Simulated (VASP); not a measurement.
# H24CO11 in VASP: notebook

The runs below take H24CO11 through single point, with PBE+D3(BJ).

Everything below comes from runs of VASP 6.6.1. Logs are shortened: lines on timing, memory, paths and dates and some standing lists are left out, and cuts for length are marked.

### 1 The cell of the first run

The cell holds a disordered packing, 36 atoms: a = 6.913 Å, b = 6.913 Å, c = 6.913 Å, α = 90.00°, β = 90.00°, γ = 90.00°.

### 2 Single point, PBE+D3(BJ)

INCAR

```
  PREC = Accurate
  ENCUT = 520
  EDIFF = 1E-6
  ISMEAR = -1
  SIGMA = 0.05
  LREAL = Auto
  LASPH = True
  NELM = 100
  ALGO = Normal
  ISIF = 2
  LWAVE = False
  LCHARG = True
  GGA = PE
  IVDW = 12
  LELF = True
  LVHAR = True
  NBANDS = 71
```

KPOINTS

```
regular mesh
0
Gamma
  1 1 1
```

POSCAR

```
H24CO11
1.0
    6.9125170000      0.0000000000      0.0000000000
    0.0000000000      6.9125170000      0.0000000000
    0.0000000000      0.0000000000      6.9125170000
O H C
11 24 1
Direct
    0.3301131784      0.5563775096      0.2572153883
    0.8764542854      0.2165753411      0.7947404369
    0.7086984295      0.6256202513      0.4868913681
    0.8701372026      0.1583356476      0.1849524805
    0.2712641923      0.8168750187      0.7521799222
    0.5629309728      0.8819363725      0.1591018598
    0.1524085296      0.1043914837      0.4963169387
    0.0831499833      0.8216880998      0.1014377449
    0.8218260373      0.5870583643      0.8716396864
    0.5695937908      0.0478596486      0.5666168898
    0.2371431809      0.4546611139      0.8991631901
    0.2928835274      0.4975544370      0.1295987910
    0.4401790432      0.6388138848      0.2212748770
    0.8775449102      0.3600059017      0.8147052357
    0.9905637575      0.1908734029      0.7143045884
    0.6741067739      0.7474410875      0.4226129027
    0.5848041497      0.5590294430      0.4958639229
    0.8854204619      0.1821859185      0.0428009819
    0.8043151999      0.2724706735      0.2354294785
    0.1946951849      0.8779358315      0.6488325851
    0.2123967439      0.8632677953      0.8741931536
    0.4504082422      0.9584675685      0.1959909251
    0.6714343343      0.9733318081      0.1747508427
    0.0893876479      0.1580671618      0.3812678097
    0.2890663721      0.1423670065      0.4932655568
    0.0245361378      0.9186534690      0.1855836919
    0.1576008108      0.7314802722      0.1864857180
    0.7939753056      0.6437878038      0.7439973015
    0.9026408074      0.6774780889      0.9456885914
    0.6711347684      0.1083095747      0.6475133608
    0.5071834982     -0.0458036796      0.6543452404
    0.4060599437      0.2121787322      0.8693791550
    0.2296559839      0.5832854046      0.8349136285
    0.3999085994      0.3651863127      0.6616192534
    0.5384829994      0.4365518427      0.8685978676
    0.4050813137      0.3638228072      0.8209711345
```

Potentials or basis: VASP PAW PBE potentials, release 64 (O, H, C).

The run is started by

```
$ cat potpaw_PBE.64/O/POTCAR potpaw_PBE.64/H/POTCAR potpaw_PBE.64/C/POTCAR > POTCAR
$ mpirun -np 1 vasp_gam > vasp.out
```

OUTCAR:

```text
PREC = Accurate
   ENCUT = 520
   EDIFF = 1E-6
   ISMEAR = -1
   LREAL = Auto
   LASPH = True
   NELM = 100
   ISIF = 2
   GGA = PE
   IVDW = 12
 IVDW          = 12

 ion  position               nearest neighbor table
   1  0.330  0.556  0.257-  13 0.98  12 1.00
   2  0.876  0.217  0.795-  15 0.98  14 1.00
   3  0.709  0.626  0.487-  17 0.97  16 0.98
   4  0.870  0.158  0.185-  19 0.98  18 1.00
   5  0.271  0.817  0.752-  20 0.98  21 0.99
   6  0.563  0.882  0.159-  22 0.97  23 0.99
   7  0.152  0.104  0.496-  24 0.98  25 0.98
   8  0.083  0.822  0.101-  26 0.98  27 1.00
   9  0.822  0.587  0.872-  29 0.98  28 0.98
  10  0.570  0.048  0.567-  31 0.99  30 0.99
  11  0.237  0.455  0.899-  33 1.00  36 1.43
  12  0.293  0.498  0.130-   1 1.00
  13  0.440  0.639  0.221-   1 0.98
  14  0.878  0.360  0.815-   2 1.00
  15  0.991  0.191  0.714-   2 0.98
  16  0.674  0.747  0.423-   3 0.98
  17  0.585  0.559  0.496-   3 0.97
[... 16 lines left out ...]
  34  0.400  0.365  0.662-  36 1.10
  35  0.538  0.437  0.869-  36 1.10
  36  0.405  0.364  0.821-  32 1.10  35 1.10  34 1.10  11 1.43

  LATTYP: Found a simple cubic cell.
 ALAT       =     6.9125170000

  Lattice vectors:

 A1 = (   6.9125170000,   0.0000000000,   0.0000000000)
 A2 = (   0.0000000000,   6.9125170000,   0.0000000000)
 A3 = (   0.0000000000,   0.0000000000,   6.9125170000)

Analysis of symmetry for initial positions (statically):
=====================================================================
 Subroutine PRICEL returns:
 Original cell was already a primitive cell.

 Routine SETGRP: Setting up the symmetry group for a
 simple cubic supercell.

 Subroutine GETGRP returns: Found  1 space group operations
 (whereof  1 operations were pure point group operations)
 out of a pool of 48 trial point group operations.

The static configuration has the point symmetry C_1 .

Analysis of symmetry for dynamics (positions and initial velocities):
=====================================================================
 Subroutine PRICEL returns:
 Original cell was already a primitive cell.

 Routine SETGRP: Setting up the symmetry group for a
 simple cubic supercell.

[... 147 lines left out ...]
   NELM   =    100;   NELMIN=  2; NELMDL= -5     # of ELM steps
   EDIFF  = 0.1E-05   stopping-criterion for ELM
   LREAL  =      T    real-space projection
   EDIFFG = 0.1E-04   stopping-criterion for IOM
   NSW    =      0    number of steps for IOM
   IBRION =     -1    ionic relax: 0-MD 1-quasi-New 2-CG
   NFREE  =      0    steps in history (QN), initial steepest desc. (CG)
   ISIF   =      2    stress and relaxation
   ISYM   =      2    0-nonsym 1-usesym 2-fastsym
   POTIM  = 0.5000    time-step for ionic-motion
   TEBEG  =    0.0;   TEEND  =   0.0 temperature during run
   PSTRESS=    0.0 pullay stress
   NELECT =      94.0000    total number of electrons
   NUPDOWN=      -1.0000    fix difference up-down
   EMIN   =  10.00;   EMAX   =-10.00  energy-range for DOS
   EFERMI =   0.00;   METHOD = LEGACY
   ISMEAR =    -1;   SIGMA  =   0.05  broadening in eV -4-tet -1-fermi 0-gaus
   EFERMI_NEDOS =   21; number of points for ismear=-14 and -15
   IALGO  =     38    algorithm
   IMIX   =      4    mixing-type and parameters
     AMIX     =   0.40;   BMIX     =  1.00
     AMIX_MAG =   1.60;   BMIX_MAG =  1.00
  volume/ion in A,a.u.               =       9.18        61.92
  Fermi-wavevector in a.u.,A,eV,Ry     =   1.076832  2.034917 15.776865  1.159567
  Thomas-Fermi vector in A             =   2.212727
   LORBIT       =      0    0 simple, 1 ext, 2 COOP (PROOUT), +10 PAW based schemes
   GGA     = PE    functional components
   LHFCALC =     F    Hartree Fock is set to
   AEXX    =    0.0000 exact exchange contribution
   IVDW    =    12    specifies the selected vdW correction
   LEPSILON=     F    determine dielectric tensor
   LRPA    =     F    only Hartree local field effects (RPA)
 non-spin polarized calculation
  energy-cutoff  :      520.00
  volume of cell :      330.30
 maximum number of plane-waves:      4463
 NGX is ok and might be reduce to    50
   NGX = 25   NGY = 25   NGZ = 25

 number of electron      94.0000005 magnetization

 Free energy of the ion-electron system (eV)
  ---------------------------------------------------
  ext. energy  EPLUGINS =         0.00000000
  ---------------------------------------------------
  free energy    TOTEN  =      -176.69591994 eV

  energy without entropy =     -176.69591994  energy(sigma->0) =     -176.69591994

 E-fermi :  -1.5594     XC(G=0):  -7.1632

 val. band max:       -2.8260636054   @ k =   0.0000   0.0000   0.0000
 cond. band min:       1.4680524457   @ k =   0.0000   0.0000   0.0000
 fundamental gap:      4.2941160511
 Fermi energy:        -1.5593655423

 k-point     1 :       0.0000    0.0000    0.0000
  band No.  band energies     occupation
      1     -22.4976      2.00000
      2     -22.2418      2.00000
      3     -22.1484      2.00000
      4     -21.8919      2.00000
      5     -21.8317      2.00000
      6     -21.7327      2.00000
[... 51 lines left out ...]
     58       6.6382      0.00000
     59       6.7502      0.00000
 [bands above 59 left out]

------------------------ aborting loop because EDIFF is reached ----------------------------------------

 Edisp (eV)   -1.35990

 E8    (eV) :    -0.2818

  FORCE on cell =-STRESS in cart. coord.  units (eV):
  Direction    XX          YY          ZZ          XY          YZ          ZX
  --------------------------------------------------------------------------------------
  -------------------------------------------------------------------------------------
  Total       0.21721     0.62292    -0.79987    -0.89305     1.00703    -0.80768
  in kB       1.05362     3.02157    -3.87990    -4.33189     4.88476    -3.91779
  external pressure =        0.07 kB  Pullay stress =        0.00 kB

 VOLUME and BASIS-vectors are now :
 -----------------------------------------------------------------------------
  energy-cutoff  :      520.00
  volume of cell :      330.30
      direct lattice vectors                 reciprocal lattice vectors
     6.912517000  0.000000000  0.000000000     0.144665105  0.000000000  0.000000000
     0.000000000  6.912517000  0.000000000     0.000000000  0.144665105  0.000000000
     0.000000000  0.000000000  6.912517000     0.000000000  0.000000000  0.144665105

 POSITION                                       TOTAL-FORCE (eV/Angst)
 -----------------------------------------------------------------------------------
      2.28191      3.84597      1.77801        -0.042140      0.022200      0.051213
      6.05851      1.49708      5.49366        -0.002393     -0.119017      0.018514
      4.89889      4.32461      3.36564         0.028590      0.050409      0.019608
      6.01484      1.09450      1.27849        -0.040187      0.051389      0.074361
      1.87512      5.64666      5.19946        -0.102199      0.114928     -0.012054
      3.89127      6.09640      1.09979        -0.195058      0.081857      0.016337
[... 28 lines left out ...]
      3.72227      3.01767      6.00420        -0.035844     -0.037396      0.016731
      2.80013      2.51493      5.67498         0.117257     -0.127688      0.005036
 -----------------------------------------------------------------------------------
    total drift:                                0.007489      0.001202      0.017541

  FREE ENERGIE OF THE ION-ELECTRON SYSTEM (eV)
  ---------------------------------------------------
  free  energy   TOTEN  =      -178.0558161196 eV

  energy  without entropy=     -178.0558161196  energy(sigma->0) =     -178.05581612
```

OSZICAR:

```text
N       E                     dE             d eps       ncg     rms          rms(c)
DAV:   1     0.728169094591E+03    0.72817E+03   -0.52350E+04   142   0.124E+03
DAV:   2    -0.119759076622E+03   -0.84793E+03   -0.81278E+03   173   0.300E+02
DAV:   3    -0.192505441944E+03   -0.72746E+02   -0.72305E+02   180   0.943E+01
DAV:   4    -0.193621831938E+03   -0.11164E+01   -0.11140E+01   180   0.130E+01
DAV:   5    -0.193639837255E+03   -0.18005E-01   -0.17993E-01   188   0.157E+00    0.252E+01
DAV:   6    -0.177385482213E+03    0.16254E+02   -0.49643E+01   172   0.258E+01    0.988E+00
DAV:   7    -0.176923041106E+03    0.46244E+00   -0.21004E+00   172   0.531E+00    0.615E+00
DAV:   8    -0.176696873721E+03    0.22617E+00   -0.66103E-01   180   0.403E+00    0.865E-01
DAV:   9    -0.176690950977E+03    0.59227E-02   -0.10190E-01   164   0.135E+00    0.412E-01
DAV:  10    -0.176695924133E+03   -0.49732E-02   -0.21891E-02   156   0.555E-01    0.225E-01
DAV:  11    -0.176695639910E+03    0.28422E-03   -0.26958E-03   180   0.278E-01    0.104E-01
DAV:  12    -0.176695900499E+03   -0.26059E-03   -0.14308E-03   164   0.208E-01    0.317E-02
DAV:  13    -0.176695917975E+03   -0.17476E-04   -0.29604E-04   172   0.763E-02    0.189E-02
DAV:  14    -0.176695919870E+03   -0.18946E-05   -0.49072E-05   164   0.320E-02    0.927E-03
DAV:  15    -0.176695919942E+03   -0.72261E-07   -0.43675E-06   180   0.147E-02
   1 F= -.17805582E+03 E0= -.17805582E+03  d E =-.261906E-10
```

stdout:

```text
POSCAR found type information on POSCAR O H C
 POSCAR found :  3 types and      36 ions
 scaLAPACK will be used
 LDA part: xc-table for (Slater+PW92), standard interpolation
 POSCAR, INCAR and KPOINTS ok, starting setup
 FFT: planning ... GRIDC
 FFT: planning ... GRID_SOFT
 FFT: planning ... GRID
 WAVECAR not read
 entering main loop
```

Run time: 72 s. Hardware: 1 thread of Intel Xeon 8259CL, shared host; peak memory 0.38 GiB.

What came out:

```yaml
Free_energy: -178.0558 eV
Pressure: 0.0 GPa
Largest_force: 0.286 eV/Å
Band_gap_on_the_k_mesh: 4.29 eV
Dispersion_energy_per_atom: -0.038 eV
```

Forces on the atoms (eV/Å):
```
O   -0.042  0.022  0.051
O   -0.002 -0.119  0.019
O    0.029  0.050  0.020
O   -0.040  0.051  0.074
O   -0.102  0.115 -0.012
O   -0.195  0.082  0.016
O   -0.007 -0.015 -0.007
O   -0.005 -0.002  0.061
O    0.040  0.001  0.001
O    0.063 -0.177  0.215
O   -0.008 -0.002  0.003
H   -0.021 -0.042 -0.046
H    0.098  0.065  0.004
H   -0.070  0.187  0.045
H    0.073 -0.067 -0.059
H    0.048  0.036 -0.005
H   -0.062 -0.083 -0.003
H    0.031 -0.015 -0.167
H    0.044 -0.015  0.037
H    0.039 -0.030  0.003
H    0.048 -0.053  0.056
H    0.104 -0.068  0.025
H    0.067  0.021 -0.005
H   -0.093 -0.005 -0.062
H    0.076  0.007  0.038
H   -0.084  0.051 -0.050
H    0.020 -0.055 -0.025
H   -0.052 -0.010 -0.081
H    0.023 -0.020  0.050
H   -0.005  0.058 -0.069
H   -0.031  0.106 -0.124
H   -0.033  0.076 -0.030
H   -0.009  0.007 -0.021
H   -0.022  0.006  0.025
H   -0.036 -0.037  0.017
C    0.117 -0.128  0.005
```

Caveat: the k points lie up to 0.91 Å⁻¹ apart.

(Continued in part 2 of 2.)
